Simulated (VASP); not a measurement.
# Ir (Im-3m) in VASP: notebook

Runs on Ir. Level: PBE. Tasks: single point.

Everything below comes from runs of VASP 6.6.1. Logs are shortened: lines on timing, memory, paths and dates and some standing lists are left out, and cuts for length are marked.

## Step 1: The cell of the first run

It takes space group Im-3m (No. 229, cubic). The conventional cell has a = 3.110 Å, b = 3.110 Å, c = 3.110 Å, α = 90.00°, β = 90.00°, γ = 90.00°. Ir (site symmetry m-3m) has 14 Ir at 2.69 to 3.11 Å within 3.6 Å.

This isn't the form of Ir at room conditions, which is fcc.

## Step 2: Single point, PBE

The input, INCAR:

```
PREC = Accurate ; ENCUT = 520
EDIFF = 1E-7 ; ISMEAR = -1
SIGMA = 0.05 ; LREAL = F
LASPH = T ; NELM = 80
ALGO = Normal ; ISIF = 2
LWAVE = F ; LCHARG = T
GGA = PE ; LELF = T
LVHAR = T ; NBANDS = 10
```

The input, KPOINTS:

```
regular mesh
0
Gamma
  19 19 19
```

The input, POSCAR:

```
Ir
1.0
   -1.5551588361      1.5551588361      1.5551588361
    1.5551588361     -1.5551588361      1.5551588361
    1.5551588361      1.5551588361     -1.5551588361
Ir
1
Direct
    0.0000000000      0.0000000000      0.0000000000
```

Potentials or basis: VASP PAW PBE potentials, release 64 (Ir).

On the command line:

```console
> cat potpaw_PBE.64/Ir/POTCAR > POTCAR
> mpirun -np 1 vasp_std > vasp.out
```

OUTCAR:

```text
PREC = Accurate
   ENCUT = 520
   EDIFF = 1E-7
   ISMEAR = -1
   LREAL = F
   LASPH = T
   NELM = 80
   ISIF = 2
   GGA = PE

 ion  position               nearest neighbor table
   1  0.000  0.000  0.000-

  LATTYP: Found a body centered cubic cell.
 ALAT       =     3.1103176722

  Lattice vectors:

 A1 = (  -1.5551588361,   1.5551588361,   1.5551588361)
 A2 = (   1.5551588361,  -1.5551588361,   1.5551588361)
 A3 = (   1.5551588361,   1.5551588361,  -1.5551588361)

Analysis of symmetry for initial positions (statically):
=====================================================================
 Subroutine PRICEL returns:
 Original cell was already a primitive cell.

 Routine SETGRP: Setting up the symmetry group for a
 body centered cubic supercell.

 Subroutine GETGRP returns: Found 48 space group operations
 (whereof 48 operations were pure point group operations)
 out of a pool of 48 trial point group operations.

The static configuration has the point symmetry O_h .

Analysis of symmetry for dynamics (positions and initial velocities):
=====================================================================
 Subroutine PRICEL returns:
 Original cell was already a primitive cell.

 Routine SETGRP: Setting up the symmetry group for a
 body centered cubic supercell.

 Subroutine GETGRP returns: Found 48 space group operations
 (whereof 48 operations were pure point group operations)
 out of a pool of 48 trial point group operations.

The dynamic configuration has the point symmetry O_h .

 Subroutine INISYM returns: Found 48 space group operations
 (whereof 48 operations are pure point group operations),
 and found     1 'primitive' translations

----------------------------------------------------------------------------------------

                                     Primitive cell

  volume of cell :      15.0447

  direct lattice vectors                    reciprocal lattice vectors
    -1.555158836  1.555158836  1.555158836     0.000000000  0.321510568  0.321510568
     1.555158836 -1.555158836  1.555158836     0.321510568  0.000000000  0.321510568
     1.555158836  1.555158836 -1.555158836     0.321510568  0.321510568  0.000000000

  length of vectors
     2.693614118  2.693614118  2.693614118     0.454684605  0.454684605  0.454684605

  position of ions in fractional coordinates (direct lattice)
     0.000000000  0.000000000  0.000000000

  ion indices of the primitive-cell ions
   primitive index   ion index
                 1           1

----------------------------------------------------------------------------------------

 KPOINTS: regular mesh

Automatic generation of k-mesh.
 Grid dimensions read from file:
 generate k-points for:   19   19   19

 Generating k-lattice:

  Cartesian coordinates                     Fractional coordinates (reciprocal lattice)
     0.000000000  0.016921609  0.016921609     0.052631579  0.000000000  0.000000000
     0.016921609  0.000000000  0.016921609     0.000000000  0.052631579  0.000000000
     0.016921609  0.016921609  0.000000000     0.000000000  0.000000000  0.052631579

  Length of vectors
     0.023930769  0.023930769  0.023930769

  Shift w.r.t. Gamma in fractional coordinates (k-lattice)
     0.000000000  0.000000000  0.000000000

 Subroutine IBZKPT returns following result:
 ===========================================

 Found    220 irreducible k-points:

 Following reciprocal coordinates:
            Coordinates               Weight
  0.000000  0.000000  0.000000      1.000000
  0.052632  0.000000  0.000000     12.000000
  0.105263  0.000000  0.000000     12.000000
  0.157895  0.000000  0.000000     12.000000
  0.210526  0.000000  0.000000     12.000000
  0.263158  0.000000  0.000000     12.000000
[... 16 lines left out ...]
  0.263158  0.105263 -0.000000     48.000000
  0.315789  0.105263  0.000000     48.000000
 [... further k-points ...]
   k-points           NKPTS =    220   k-points in BZ     NKDIM =    220   number of bands    NBANDS=     10
   number of dos      NEDOS =    301   number of ions     NIONS =      1
   total plane-waves  NPLWV =   8000
   dimension x,y,z NGX =    20 NGY =   20 NGZ =   20
   dimension x,y,z NGXF=    40 NGYF=   40 NGZF=   40
   ions per type =               1
   NGX,Y,Z   is equivalent  to a cutoff of  12.34, 12.34, 12.34 a.u.
   NGXF,Y,Z  is equivalent  to a cutoff of  24.69, 24.69, 24.69 a.u.
 SYSTEM =  unknown system
   PREC   = accura    normal or accurate (medium, high low for compatibility)
   ISTART =      0    job   : 0-new  1-cont  2-samecut
   ICHARG =      2    charge: 1-file 2-atom 10-const
   ISPIN  =      1    spin polarized calculation?
   LNONCOLLINEAR =      F non collinear calculations
   LSORBIT =      F    spin-orbit coupling
   LASPH  =      T    aspherical Exc in radial PAW
   ENCUT  =  520.0 eV  38.22 Ry    6.18 a.u.   5.01  5.01  5.01*2*pi/ulx,y,z
   NELM   =     80;   NELMIN=  2; NELMDL= -5     # of ELM steps
   EDIFF  = 0.1E-06   stopping-criterion for ELM
   LREAL  =      F    real-space projection
   EDIFFG = 0.1E-05   stopping-criterion for IOM
   NSW    =      0    number of steps for IOM
   IBRION =     -1    ionic relax: 0-MD 1-quasi-New 2-CG
   NFREE  =      0    steps in history (QN), initial steepest desc. (CG)
   ISIF   =      2    stress and relaxation
   ISYM   =      2    0-nonsym 1-usesym 2-fastsym
   POTIM  = 0.5000    time-step for ionic-motion
   TEBEG  =    0.0;   TEEND  =   0.0 temperature during run
   PSTRESS=    0.0 pullay stress
   NELECT =       9.0000    total number of electrons
   NUPDOWN=      -1.0000    fix difference up-down
   EMIN   =  10.00;   EMAX   =-10.00  energy-range for DOS
   EFERMI =   0.00;   METHOD = LEGACY
   ISMEAR =    -1;   SIGMA  =   0.05  broadening in eV -4-tet -1-fermi 0-gaus
   EFERMI_NEDOS =   21; number of points for ismear=-14 and -15
   IALGO  =     38    algorithm
   IMIX   =      4    mixing-type and parameters
     AMIX     =   0.40;   BMIX     =  1.00
     AMIX_MAG =   1.60;   BMIX_MAG =  1.00
  volume/ion in A,a.u.               =      15.04       101.53
  Fermi-wavevector in a.u.,A,eV,Ry     =   1.379413  2.606712 25.888889  1.902780
  Thomas-Fermi vector in A             =   2.504385
   LORBIT       =      0    0 simple, 1 ext, 2 COOP (PROOUT), +10 PAW based schemes
   GGA     = PE    functional components
   LHFCALC =     F    Hartree Fock is set to
   AEXX    =    0.0000 exact exchange contribution
   IVDW    =     0    specifies the selected vdW correction
   LEPSILON=     F    determine dielectric tensor
   LRPA    =     F    only Hartree local field effects (RPA)
 non-spin polarized calculation
  energy-cutoff  :      520.00
  volume of cell :       15.04
 maximum number of plane-waves:       420
   NGX =  9   NGY =  9   NGZ =  9

 number of electron       9.0000002 magnetization

 Free energy of the ion-electron system (eV)
  ---------------------------------------------------
  ext. energy  EPLUGINS =         0.00000000
  ---------------------------------------------------
  free energy    TOTEN  =        -8.22555008 eV

  energy without entropy =       -8.20164757  energy(sigma->0) =       -8.21359882

 E-fermi :   9.1327     XC(G=0): -13.6058

 val. band max:        9.1326378627   @ k =   0.3158   0.1053   0.0000
 cond. band min:       9.1328093493   @ k =   0.3158   0.2632   0.1053
 fundamental gap:      0.0001714866
 Fermi energy:         9.1326840926

 k-point     1 :       0.0000    0.0000    0.0000
  band No.  band energies     occupation
      1      -1.0876      2.00000
      2       5.7466      2.00000
      3       5.7466      2.00000
      4       5.7466      2.00000
      5       8.6445      1.99988
      6       8.6445      1.99988
      7      26.0821      0.00000
      8      26.0821      0.00000
      9      26.0821      0.00000
     10      36.5667      0.00000

 k-point     2 :       0.0526    0.0000    0.0000
  band No.  band energies     occupation
      1      -0.9649      2.00000
      2       5.6909      2.00000
      3       5.7438      2.00000
      4       5.8533      2.00000
      5       8.5674      1.99998
      6       8.6482      1.99988
      7      26.1535      0.00000
      8      26.2378      0.00000
      9      26.2722      0.00000
     10      35.1757      0.00000

 k-point     3 :       0.1053    0.0000    0.0000
  band No.  band energies     occupation
      1      -0.6066      2.00000
      2       5.5332      2.00000
      3       5.7257      2.00000
      4       6.1697      2.00000
      5       8.3817      2.00000
      6       8.6613      1.99984
      7      26.3003      0.00000
      8      26.5750      0.00000
      9      26.8295      0.00000
     10      33.5152      0.00000

 k-point     4 :       0.1579    0.0000    0.0000
  band No.  band energies     occupation
      1      -0.0466      2.00000
      2       5.2992      2.00000
      3       5.6758      2.00000
      4       6.6836      2.00000
      5       8.1967      2.00000
      6       8.6888      1.99972
      7      26.2959      0.00000
      8      26.6418      0.00000
      9      27.7168      0.00000
     10      32.4279      0.00000
[... 222 lines left out ...]
 k-point    22 :       0.2105    0.1053   -0.0000
  band No.  band energies     occupation
      1       1.6447      2.00000
      2       4.7894      2.00000
      3       5.3115      2.00000
      4       7.9647      2.00000
      5       8.7091      1.99958
      6       8.9856      1.89976
      7      23.8626      0.00000
      8      25.2240      0.00000
      9      28.8040      0.00000
     10      29.5800      0.00000

 k-point    23 :       0.2632    0.1053   -0.0000
  band No.  band energies     occupation
      1       2.1456      2.00000
      2       4.5360      2.00000
      3       5.6161      2.00000
      4       8.1126      2.00000
      5       9.0284      1.77898
      6       9.7453      0.00001
      7      21.8116      0.00000
      8      24.2536      0.00000
      9      27.6851      0.00000
     10      30.7304      0.00000

 k-point    24 :       0.3158    0.1053    0.0000
  band No.  band energies     occupation
      1       2.3488      2.00000
      2       4.3324      2.00000
      3       6.2737      2.00000
      4       8.3141      2.00000
      5       9.1326      1.00046
      6      10.7637      0.00000
      7      19.7494      0.00000
      8      23.3994      0.00000
      9      26.5261      0.00000
     10      31.9948      0.00000

 [... further k-points ...]

------------------------ aborting loop because EDIFF is reached ----------------------------------------

  FORCE on cell =-STRESS in cart. coord.  units (eV):
  Direction    XX          YY          ZZ          XY          YZ          ZX
  --------------------------------------------------------------------------------------
  -------------------------------------------------------------------------------------
  Total        0.0403708      0.0403708      0.0403708      0.0000000     -0.0000000      0.0000000
  in kB        4.2992595      4.2992595      4.2992595      0.0000000     -0.0000000      0.0000000
  external PRESSURE =       4.2992595 kB  Pullay stress =       0.0000000 kB

 VOLUME and BASIS-vectors are now :
 -----------------------------------------------------------------------------
  energy-cutoff  :      520.00
  volume of cell :       15.04
      direct lattice vectors                 reciprocal lattice vectors
    -1.555158836  1.555158836  1.555158836     0.000000000  0.321510568  0.321510568
     1.555158836 -1.555158836  1.555158836     0.321510568  0.000000000  0.321510568
     1.555158836  1.555158836 -1.555158836     0.321510568  0.321510568  0.000000000

 POSITION                                       TOTAL-FORCE (eV/Angst)
 -----------------------------------------------------------------------------------
      0.00000      0.00000      0.00000        -0.000000     -0.000000     -0.000000
 -----------------------------------------------------------------------------------
    total drift:                                0.000000     -0.000000      0.000000

  FREE ENERGIE OF THE ION-ELECTRON SYSTEM (eV)
  ---------------------------------------------------
  free  energy   TOTEN  =        -8.2255500762 eV

  energy  without entropy=       -8.2016475715  energy(sigma->0) =       -8.21359882
```

It took 44 s on 1 thread of Intel Xeon 8259CL, shared host; peak memory 0.16 GiB.

What came out:

* Free energy: -8.2256 eV
* Pressure: 0.4 GPa
* Band gap on the k mesh: zero (an odd number of electrons rules out a gap without spin polarisation)

Caveat: spin-orbit coupling is left out, which moves the levels of the heavy elements.

## Step 3: Single point, PBE

This run uses another cell than the first one, of 16.76 Å³/atom.

The input, INCAR:

```
SYSTEM = Ir
ALGO = Normal
EDIFF = 1E-6
ENCUT = 520
GGA = PE
ISIF = 2
ISMEAR = -1
LASPH = .True.
LCHARG = .False.
LREAL = .False.
LWAVE = .False.
NBANDS = 10
NELM = 60
PREC = Accurate
SIGMA = 0.05
```

The input, KPOINTS:

```
k-points
0
Gamma
  19 19 19
  0 0 0
```

The input, POSCAR:

```
Ir
1.0
   -1.6122096156      1.6122096156      1.6122096156
    1.6122096156     -1.6122096156      1.6122096156
    1.6122096156      1.6122096156     -1.6122096156
Ir
1
Direct
    0.0000000000      0.0000000000      0.0000000000
```

Potentials or basis: VASP PAW PBE potentials, release 64 (Ir).

On the command line:

```console
> cat potpaw_PBE.64/Ir/POTCAR > POTCAR
> mpirun -np 1 vasp_std > vasp.out
```

It took 43 s on 1 thread of Intel Xeon 8259CL, shared host; peak memory 0.17 GiB.

The run converged. Its results:

| Property | Result |
| --- | --- |
| Free energy | -8.0788 eV |
| Pressure | -25.0 GPa |
| Band gap on the k mesh | zero (an odd number of electrons rules out a gap without spin polarisation) |

Levels at points of the mesh, in eV from the Fermi level:
```
           k point  band 1  band 2  band 3  band 4  band 5  band 6  band 7  band 8  band 9
(0.00, 0.00, 0.00)   -9.17   -2.87   -2.87   -2.87   -0.38   -0.38   16.85   16.85   16.85
```

Caveat: the cell stands under tension; spin-orbit coupling is left out, which moves the levels of the heavy elements.
